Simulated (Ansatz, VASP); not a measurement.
## Ag: VASP beside Ansatz

```
CELL_PARAMETERS angstrom
0.00000 2.05190 2.05190
2.05190 0.00000 2.05190
2.05190 2.05190 0.00000
ATOMIC_POSITIONS crystal
Ag 0.00000 0.00000 0.00000
```

Alike in both runs: task single point; functional r2SCAN; k mesh 13 × 13 × 13; occupations fermi-dirac, width 0.6 eV; no spin polarisation.

|  | VASP | Ansatz |
| --- | --- | --- |
| version | VASP 6.6.1 | Ansatz 0.2.0 |
| potentials or method | VASP PAW PBE potentials, release 64 (Ag), cutoff 520 eV | plane waves (500 eV) with PAW, scalar-relativistic |
| valence electrons in the cell | 11 | 19 |

Ansatz gave:

* pressure (GPa): 0.9

Question: Estimate VASP's values.

Answer: Pressure (GPa): 1.0.

VASP's potentials were made for PBE, not for r2SCAN. VASP's potentials hold 11 valence electrons a cell and Ansatz's 19, so a difference there can come from the potentials and not from the codes.
